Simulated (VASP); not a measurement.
# BN (P1) in VASP: a series of runs

BN is run at these levels: PBE; tasks: single point.

All numbers are computed with VASP 6.6.1; they aren't measurements. Logs are shortened: lines on timing, memory, paths and dates and some standing lists are left out, and cuts for length are marked.

### Step 1. The cell of the first run

The typed cell holds 4 atoms: a = 2.554 Å, b = 2.554 Å, c = 4.227 Å, α = 90.00°, β = 90.00°, γ = 120.00°.

### Step 2. Single point, PBE (atom 3 (N) moved by (-0.100, -0.200) A along [1 1 0] and z)

INCAR reads:

```
SYSTEM = BN
PREC = Accurate
ENCUT = 520
EDIFF = 1E-7
ISMEAR = 0
SIGMA = 0.05
LREAL = .FALSE.
LASPH = .TRUE.
NELM = 80
ALGO = Normal
ISIF = 2
LWAVE = .FALSE.
LCHARG = .TRUE.
GGA = PE
LELF = .TRUE.
LVHAR = .TRUE.
NBANDS = 16
```

KPOINTS reads:

```
Automatic mesh
0
G
  12 12 6
  0 0 0
```

POSCAR reads:

```
BN
1.0
    2.5539396017      0.0000000000      0.0000000000
   -1.2769698009      2.2117765748      0.0000000000
    0.0000000000      0.0000000000      4.2268550000
B N
2 2
Direct
    0.6666666667      0.3333333333      0.9997240000
    0.3333333333      0.6666666667      0.4997240000
    0.6229947227      0.3013632515      0.5779594964
    0.3333333333      0.6666666667      0.1252760000
```

Potentials or basis: VASP PAW PBE potentials, release 64 (B, N).

On the command line:

```sh
$ cat potpaw_PBE.64/B/POTCAR potpaw_PBE.64/N/POTCAR > POTCAR
$ mpirun -np 1 vasp_std > vasp.out
```

OUTCAR:

```text
SYSTEM = BN
   PREC = Accurate
   ENCUT = 520
   EDIFF = 1E-7
   ISMEAR = 0
   LREAL = .FALSE.
   LASPH = .TRUE.
   NELM = 80
   ISIF = 2
   GGA = PE

 ion  position               nearest neighbor table
   1  0.667  0.333  1.000-   4 1.57   4 1.57   4 1.57   3 1.79
   2  0.333  0.667  0.500-   3 1.44   3 1.49   4 1.58   3 1.61
   3  0.623  0.301  0.578-   2 1.44   2 1.49   2 1.61   1 1.79
   4  0.333  0.667  0.125-   1 1.57   1 1.57   1 1.57   2 1.58

  LATTYP: Found a hexagonal cell.
 ALAT       =     2.5539396017
 C/A-ratio  =     1.6550332659

  Lattice vectors:

 A1 = (   2.5539396017,   0.0000000000,   0.0000000000)
 A2 = (  -1.2769698009,   2.2117765748,   0.0000000000)
 A3 = (   0.0000000000,   0.0000000000,   4.2268550000)

Analysis of symmetry for initial positions (statically):
=====================================================================
 Subroutine PRICEL returns:
 Original cell was already a primitive cell.

 Routine SETGRP: Setting up the symmetry group for a
 hexagonal supercell.

 Subroutine GETGRP returns: Found  1 space group operations
 (whereof  1 operations were pure point group operations)
 out of a pool of 24 trial point group operations.

The static configuration has the point symmetry C_1 .

Analysis of symmetry for dynamics (positions and initial velocities):
=====================================================================
 Subroutine PRICEL returns:
 Original cell was already a primitive cell.

 Routine SETGRP: Setting up the symmetry group for a
 hexagonal supercell.

 Subroutine GETGRP returns: Found  1 space group operations
 (whereof  1 operations were pure point group operations)
 out of a pool of 24 trial point group operations.

The dynamic configuration has the point symmetry C_1 .

 Subroutine INISYM returns: Found  1 space group operations
 (whereof  1 operations are pure point group operations),
 and found     1 'primitive' translations

----------------------------------------------------------------------------------------

                                     Primitive cell

  volume of cell :      23.8764

  direct lattice vectors                    reciprocal lattice vectors
     2.553939602  0.000000000  0.000000000     0.391551938  0.226062617  0.000000000
    -1.276969801  2.211776575  0.000000000     0.000000000  0.452125233  0.000000000
     0.000000000  0.000000000  4.226855000     0.000000000  0.000000000  0.236582518

  length of vectors
     2.553939602  2.553939602  4.226855000     0.452125233  0.452125233  0.236582518

  position of ions in fractional coordinates (direct lattice)
     0.666666667  0.333333333  0.999724000
     0.333333333  0.666666667  0.499724000
     0.622994723  0.301363251  0.577959496
     0.333333333  0.666666667  0.125276000

  ion indices of the primitive-cell ions
   primitive index   ion index
                 1           1
                 2           2
                 3           3
                 4           4

----------------------------------------------------------------------------------------

 KPOINTS: Automatic mesh

Automatic generation of k-mesh.
 Grid dimensions read from file:
 generate k-points for:   12   12    6

 Generating k-lattice:

  Cartesian coordinates                     Fractional coordinates (reciprocal lattice)
     0.032629328  0.018838551  0.000000000     0.083333333  0.000000000  0.000000000
     0.000000000  0.037677103  0.000000000     0.000000000  0.083333333  0.000000000
     0.000000000  0.000000000  0.039430420     0.000000000  0.000000000  0.166666667

  Length of vectors
     0.037677103  0.037677103  0.039430420

  Shift w.r.t. Gamma in fractional coordinates (k-lattice)
     0.000000000  0.000000000  0.000000000

 Subroutine IBZKPT returns following result:
 ===========================================

 Found    436 irreducible k-points:

 Following reciprocal coordinates:
            Coordinates               Weight
  0.000000  0.000000  0.000000      1.000000
  0.083333  0.000000  0.000000      2.000000
  0.000000  0.083333  0.000000      2.000000
 -0.083333  0.083333  0.000000      2.000000
  0.166667  0.000000  0.000000      2.000000
  0.000000  0.166667  0.000000      2.000000
[... 16 lines left out ...]
  0.166667  0.083333  0.000000      2.000000
 -0.083333  0.250000  0.000000      2.000000
 [... further k-points ...]
   k-points           NKPTS =    436   k-points in BZ     NKDIM =    436   number of bands    NBANDS=     16
   number of dos      NEDOS =    301   number of ions     NIONS =      4
   total plane-waves  NPLWV =  12800
   dimension x,y,z NGX =    20 NGY =   20 NGZ =   32
   dimension x,y,z NGXF=    40 NGYF=   40 NGZF=   64
   ions per type =               2   2
   NGX,Y,Z   is equivalent  to a cutoff of  13.02, 13.02, 12.59 a.u.
   NGXF,Y,Z  is equivalent  to a cutoff of  26.04, 26.04, 25.17 a.u.
 SYSTEM =  BN
   PREC   = accura    normal or accurate (medium, high low for compatibility)
   ISTART =      0    job   : 0-new  1-cont  2-samecut
   ICHARG =      2    charge: 1-file 2-atom 10-const
   ISPIN  =      1    spin polarized calculation?
   LNONCOLLINEAR =      F non collinear calculations
   LSORBIT =      F    spin-orbit coupling
   LASPH  =      T    aspherical Exc in radial PAW
   ENCUT  =  520.0 eV  38.22 Ry    6.18 a.u.   4.75  4.75  7.86*2*pi/ulx,y,z
   NELM   =     80;   NELMIN=  2; NELMDL= -5     # of ELM steps
   EDIFF  = 0.1E-06   stopping-criterion for ELM
   LREAL  =      F    real-space projection
   EDIFFG = 0.1E-05   stopping-criterion for IOM
   NSW    =      0    number of steps for IOM
   IBRION =     -1    ionic relax: 0-MD 1-quasi-New 2-CG
   NFREE  =      0    steps in history (QN), initial steepest desc. (CG)
   ISIF   =      2    stress and relaxation
   ISYM   =      2    0-nonsym 1-usesym 2-fastsym
   POTIM  = 0.5000    time-step for ionic-motion
   TEBEG  =    0.0;   TEEND  =   0.0 temperature during run
   PSTRESS=    0.0 pullay stress
   NELECT =      16.0000    total number of electrons
   NUPDOWN=      -1.0000    fix difference up-down
   EMIN   =  10.00;   EMAX   =-10.00  energy-range for DOS
   EFERMI =   0.00;   METHOD = LEGACY
   ISMEAR =     0;   SIGMA  =   0.05  broadening in eV -4-tet -1-fermi 0-gaus
   EFERMI_NEDOS =   21; number of points for ismear=-14 and -15
   IALGO  =     38    algorithm
   IMIX   =      4    mixing-type and parameters
     AMIX     =   0.40;   BMIX     =  1.00
     AMIX_MAG =   1.60;   BMIX_MAG =  1.00
  volume/ion in A,a.u.               =       5.97        40.28
  Fermi-wavevector in a.u.,A,eV,Ry     =   1.432600  2.707222 27.923836  2.052344
  Thomas-Fermi vector in A             =   2.552210
   LORBIT       =      0    0 simple, 1 ext, 2 COOP (PROOUT), +10 PAW based schemes
   GGA     = PE    functional components
   LHFCALC =     F    Hartree Fock is set to
   AEXX    =    0.0000 exact exchange contribution
   IVDW    =     0    specifies the selected vdW correction
   LEPSILON=     F    determine dielectric tensor
   LRPA    =     F    only Hartree local field effects (RPA)
 non-spin polarized calculation
 Gauss-broadening in eV      SIGMA  =   0.05
  energy-cutoff  :      520.00
  volume of cell :       23.88
 maximum number of plane-waves:       660
   NGX =  9   NGY =  9   NGZ = 15

 number of electron      15.9999997 magnetization

 Free energy of the ion-electron system (eV)
  ---------------------------------------------------
  ext. energy  EPLUGINS =         0.00000000
  ---------------------------------------------------
  free energy    TOTEN  =       -34.03963810 eV

  energy without entropy =      -34.03963810  energy(sigma->0) =      -34.03963810

 E-fermi :   8.4061     XC(G=0): -12.7548

 val. band max:        8.1003096717   @ k =   0.0000   0.0000   0.0000
 cond. band min:      13.0094128131   @ k =  -0.4167  -0.0000   0.3333
 fundamental gap:      4.9091031414
 Fermi energy:         8.4061029370

 k-point     1 :       0.0000    0.0000    0.0000
  band No.  band energies     occupation
      1     -12.9637      2.00000
      2      -8.6949      2.00000
      3      -3.1782      2.00000
      4       4.2068      2.00000
      5       5.5712      2.00000
      6       6.9241      2.00000
[... 8 lines left out ...]
     15      20.1327      0.00000
     16      23.7747      0.00000

 k-point     2 :       0.0833    0.0000    0.0000
  band No.  band energies     occupation
      1     -12.8148      2.00000
      2      -8.5814      2.00000
      3      -3.0248      2.00000
      4       3.9761      2.00000
      5       4.8136      2.00000
      6       6.6940      2.00000
[... 8 lines left out ...]
     15      20.5453      0.00000
     16      23.5949      0.00000

 k-point     3 :       0.0000    0.0833    0.0000
  band No.  band energies     occupation
      1     -12.8154      2.00000
      2      -8.5863      2.00000
      3      -3.0211      2.00000
      4       3.6629      2.00000
      5       5.1937      2.00000
      6       6.3911      2.00000
[... 8 lines left out ...]
     15      20.2916      0.00000
     16      23.6052      0.00000

 k-point     4 :      -0.0833    0.0833    0.0000
  band No.  band energies     occupation
      1     -12.8153      2.00000
      2      -8.5852      2.00000
      3      -3.0220      2.00000
      4       3.7143      2.00000
      5       5.1290      2.00000
      6       6.4520      2.00000
[... 8 lines left out ...]
     15      20.3878      0.00000
     16      23.6061      0.00000

 k-point     5 :       0.1667    0.0000    0.0000
  band No.  band energies     occupation
      1     -12.3736      2.00000
      2      -8.2555      2.00000
      3      -2.5725      2.00000
      4       2.9782      2.00000
      5       3.4960      2.00000
      6       5.3666      2.00000
[... 8 lines left out ...]
     15      21.6734      0.00000
     16      23.0220      0.00000

 k-point     6 :       0.0000    0.1667    0.0000
  band No.  band energies     occupation
      1     -12.3751      2.00000
      2      -8.2777      2.00000
      3      -2.5555      2.00000
      4       2.2680      2.00000
      5       4.3515      2.00000
      6       5.0639      2.00000
[... 8 lines left out ...]
     15      20.8932      0.00000
     16      23.3200      0.00000

 k-point     7 :      -0.1667    0.1667    0.0000
  band No.  band energies     occupation
      1     -12.3748      2.00000
      2      -8.2726      2.00000
      3      -2.5597      2.00000
      4       2.3655      2.00000
      5       4.2050      2.00000
      6       5.1767      2.00000
[... 8 lines left out ...]
     15      21.2177      0.00000
     16      23.2671      0.00000

 k-point     8 :       0.2500    0.0000    0.0000
  band No.  band energies     occupation
      1     -11.6588      2.00000
      2      -7.7742      2.00000
      3      -1.8494      2.00000
      4       0.9693      2.00000
      5       2.8160      2.00000
      6       3.6353      2.00000
[... 8 lines left out ...]
     15      22.8015      0.00000
     16      23.2977      0.00000

 k-point     9 :       0.0000    0.2500    0.0000
  band No.  band energies     occupation
      1     -11.6587      2.00000
      2      -7.8355      2.00000
      3      -1.8010      2.00000
      4       0.5260      2.00000
      5       3.1610      2.00000
      6       3.7071      2.00000
[... 8 lines left out ...]
     15      22.1448      0.00000
     16      23.4595      0.00000
[... 172 lines left out ...]
 k-point    19 :       0.5000    0.5000    0.0000
  band No.  band energies     occupation
      1      -8.9163      2.00000
      2      -7.7056      2.00000
      3      -2.0476      2.00000
      4      -0.6978      2.00000
      5       1.0315      2.00000
      6       2.2616      2.00000
[... 8 lines left out ...]
     15      23.9404      0.00000
     16      26.3176      0.00000

 k-point    20 :       0.0833    0.0833    0.0000
  band No.  band energies     occupation
      1     -12.5202      2.00000
      2      -8.3679      2.00000
      3      -2.7167      2.00000
      4       3.0695      2.00000
      5       4.0842      2.00000
      6       5.7572      2.00000
[... 8 lines left out ...]
     15      21.1646      0.00000
     16      23.3439      0.00000

 k-point    21 :      -0.0833    0.1667    0.0000
  band No.  band energies     occupation
      1     -12.5213      2.00000
      2      -8.3798      2.00000
      3      -2.7080      2.00000
      4       2.6883      2.00000
      5       4.5604      2.00000
      6       5.5380      2.00000
[... 8 lines left out ...]
     15      20.5941      0.00000
     16      23.4225      0.00000

 k-point    22 :      -0.1667    0.0833    0.0000
  band No.  band energies     occupation
      1     -12.5200      2.00000
      2      -8.3644      2.00000
      3      -2.7195      2.00000
      4       3.2360      2.00000
      5       3.9139      2.00000
      6       5.8436      2.00000
[... 8 lines left out ...]
     15      21.3377      0.00000
     16      23.3510      0.00000

 k-point    23 :       0.1667    0.0833    0.0000
  band No.  band energies     occupation
      1     -11.9412      2.00000
      2      -7.9633      2.00000
      3      -2.1249      2.00000
      4       1.8433      2.00000
      5       2.7098      2.00000
      6       4.5349      2.00000
[... 8 lines left out ...]
     15      22.5674      0.00000
     16      23.1196      0.00000

 k-point    24 :      -0.0833    0.2500    0.0000
  band No.  band energies     occupation
      1     -11.9427      2.00000
      2      -8.0038      2.00000
      3      -2.0938      2.00000
      4       1.2510      2.00000
      5       3.3986      2.00000
      6       4.2922      2.00000
[... 8 lines left out ...]
     15      21.3956      0.00000
     16      23.6232      0.00000

 [... further k-points ...]
[... 5 lines left out ...]
  --------------------------------------------------------------------------------------
  -------------------------------------------------------------------------------------
  Total        0.3597621      1.9108925      1.8337686     -0.6226940      0.2571576      0.1119861
  in kB       24.1410808    128.2264504    123.0512086    -41.7845800     17.2560206      7.5145957
  external PRESSURE =      91.8062466 kB  Pullay stress =       0.0000000 kB

 VOLUME and BASIS-vectors are now :
 -----------------------------------------------------------------------------
  energy-cutoff  :      520.00
  volume of cell :       23.88
      direct lattice vectors                 reciprocal lattice vectors
     2.553939602  0.000000000  0.000000000     0.391551938  0.226062617  0.000000000
    -1.276969801  2.211776575  0.000000000     0.000000000  0.452125233  0.000000000
     0.000000000  0.000000000  4.226855000     0.000000000  0.000000000  0.236582518

 POSITION                                       TOTAL-FORCE (eV/Angst)
 -----------------------------------------------------------------------------------
      1.27697      0.73726      4.22569        -0.267768     -0.279343     -0.419095
     -0.00000      1.47452      2.11226        -1.591924     -2.107913     -2.695539
      1.20626      0.66655      2.44295         1.931147      2.471484      6.078710
     -0.00000      1.47452      0.52952        -0.071456     -0.084228     -2.964075
 -----------------------------------------------------------------------------------
    total drift:                               -0.000143      0.000138      0.000105

  FREE ENERGIE OF THE ION-ELECTRON SYSTEM (eV)
  ---------------------------------------------------
  free  energy   TOTEN  =       -34.0396380958 eV

  energy  without entropy=      -34.0396380958  energy(sigma->0) =      -34.03963810
```

Wall time 58 s (1 thread of Intel Xeon 6975P-C (Granite Rapids), shared host); peak memory 0.24 GiB.

Results:

```yaml
Free_energy: -34.0396 eV
Pressure: 9.2 GPa
Largest_force: 6.840 eV/Å
Band_gap_on_the_k_mesh: 4.91 eV, indirect (least direct gap 6.57 eV)
```

Forces in eV/Å, atoms in the order of the input:
```
B   -0.268 -0.279 -0.419
B   -1.592 -2.108 -2.696
N    1.931  2.471  6.079
N   -0.071 -0.084 -2.964
```

Levels at points of the mesh, in eV from the valence-band top:
```
           k point  band 6  band 7  band 8  band 9  band 10  band 11
(0.00, 0.00, 0.00)   -1.18   -0.79    0.00    6.57     7.40     8.17
(0.50, 0.00, 0.00)   -6.33   -3.80   -3.39    5.71     6.61     9.74
(0.00, 0.50, 0.00)   -5.76   -4.62   -3.09    5.89     7.64     9.55
(0.50, 0.50, 0.00)   -5.84   -4.39   -3.15    5.78     7.30     9.56
(0.00, 0.00, 0.50)   -1.95   -1.68   -1.44    7.52     7.89     9.02
(0.50, 0.00, 0.50)   -4.25   -4.20   -3.15    4.99     5.98     8.50
(0.00, 0.50, 0.50)   -4.17   -4.00   -3.03    5.20     5.66     8.10
(0.50, 0.50, 0.50)   -4.22   -4.01   -3.03    5.19     5.63     8.11
```

Caveat: the cell differs from its parent crystal (atom 3 (N) moved by (-0.100, -0.200) A along [1 1 0] and z); forces of over 1 eV/Å act on the atoms, so gaps and moduli don't describe the material at rest. A k mesh can miss the band edges.

### Step 3. Single point, PBE (atom 3 (N) moved by (-0.100, +0.000) A along [1 1 0] and z)

INCAR reads:

```
SYSTEM = BN
ALGO = Normal
EDIFF = 1E-7
ENCUT = 520
GGA = PE
ISIF = 2
ISMEAR = 0
LASPH = .TRUE.
LCHARG = .FALSE.
LREAL = .FALSE.
LWAVE = .FALSE.
NBANDS = 16
NELM = 100
PREC = Accurate
SIGMA = 0.05
```

KPOINTS reads:

```
k-points
0
G
  12 12 6
  0 0 0
```

Changes to POSCAR since step 2:

```diff
@@ -10,3 +10,3 @@
     0.3333333333      0.6666666667      0.4997240000
-    0.6229947227      0.3013632515      0.5779594964
+    0.6229947227      0.3013632515      0.6252760000
     0.3333333333      0.6666666667      0.1252760000
```

Potentials or basis: VASP PAW PBE potentials, release 64 (B, N).

On the command line:

```sh
$ cat potpaw_PBE.64/B/POTCAR potpaw_PBE.64/N/POTCAR > POTCAR
$ mpirun -np 1 vasp_std > vasp.out
```

It took 51 s on 1 thread of Intel Xeon 6975P-C (Granite Rapids), shared host; peak memory 0.24 GiB.

Results (log left out):

```yaml
Free_energy: -34.7173 eV
Pressure: 1.6 GPa
Largest_force: 2.249 eV/Å
Band_gap_on_the_k_mesh: 4.80 eV, indirect (least direct gap 7.68 eV)
```

Forces in eV/Å, atoms in the order of the input:
```
B   -0.326 -0.339 -0.016
B   -1.031 -1.384 -0.225
N    1.383  1.757  0.245
N   -0.026 -0.034 -0.004
```

Stress tensor (GPa, compression positive):
```
 0.08 -1.35  0.32
-1.35  4.37  1.15
 0.32  1.15  0.21
```

Levels at points of the mesh, in eV from the valence-band top:
| k point | band 5 | band 6 | band 7 | band 8 | band 9 | band 10 | band 11 | band 12 |
| --- | --- | --- | --- | --- | --- | --- | --- | --- |
| (0.00, 0.00, 0.00) | -2.09 | -0.75 | -0.55 | 0.00 | 7.68 | 8.12 | 8.23 | 8.97 |
| (0.50, 0.00, 0.00) | -7.44 | -5.49 | -4.27 | -2.65 | 6.27 | 6.80 | 10.25 | 10.83 |
| (0.00, 0.50, 0.00) | -7.02 | -5.20 | -5.00 | -2.30 | 6.28 | 8.01 | 10.10 | 11.19 |
| (0.50, 0.50, 0.00) | -7.17 | -5.23 | -4.81 | -2.37 | 6.19 | 7.64 | 10.07 | 11.10 |
| (0.00, 0.00, 0.50) | -2.27 | -1.54 | -1.52 | -0.77 | 8.18 | 9.01 | 9.25 | 9.48 |
| (0.50, 0.00, 0.50) | -4.51 | -4.11 | -3.98 | -3.91 | 5.99 | 6.26 | 9.36 | 9.89 |
| (0.00, 0.50, 0.50) | -4.20 | -4.04 | -3.88 | -3.50 | 6.07 | 6.29 | 9.22 | 9.70 |
| (0.50, 0.50, 0.50) | -4.38 | -4.10 | -3.87 | -3.45 | 6.00 | 6.22 | 9.25 | 9.60 |

Caveat: the cell differs from its parent crystal (atom 3 (N) moved by (-0.100, +0.000) A along [1 1 0] and z); forces of over 1 eV/Å act on the atoms, so gaps and moduli don't describe the material at rest.
